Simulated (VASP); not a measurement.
## BiTe: single point with PBE

Crystal: BiTe.

```
Bi Te
1.0
     3.86042    0.00000    0.00000
     0.00000    3.86042    0.00000
     0.00000    0.00000    3.86042
Bi Te
1 1
Direct
  0.00000 0.00000 0.00000
  0.50000 0.50000 0.50000
```

This cell differs from its parent crystal: volume scaled by 0.960.

```yaml
Program: VASP 6.6.1
Task: single point
Functional: PBE
Potentials_or_basis: VASP PAW PBE potentials, release 64 (Bi_d, Te)
Cutoff: 520 eV
k_mesh: 10 × 10 × 10
Occupations: gaussian, width 0.05 eV
Spin: no spin polarisation
```

```json
{
  "Pressure": "2.5 GPa"
}
```

Levels at points of the mesh, in eV from the Fermi level:
```csv
k point,band 7,band 8,band 9,band 10,band 11,band 12,band 13,band 14
"(0.00, 0.00, 0.00)",-8.53,-2.70,-2.70,-2.70,3.00,3.00,4.24,4.24
"(0.50, 0.00, 0.00)",-11.83,-1.85,-1.09,-0.74,-0.74,0.65,0.65,4.63
"(0.50, 0.50, 0.00)",-10.82,-5.88,-5.88,-0.22,1.74,2.73,2.73,5.52
"(0.50, 0.50, 0.50)",-10.12,-3.47,-3.47,-3.47,-2.80,-2.80,-2.80,13.88
```

Run time: 20 s on 1 thread of Intel(R) Xeon(R) 6975P-C (Granite Rapids), with other jobs on the host, peak memory 0.2 GiB.

Caveat: spin-orbit coupling is left out, which moves the levels of the heavy elements.
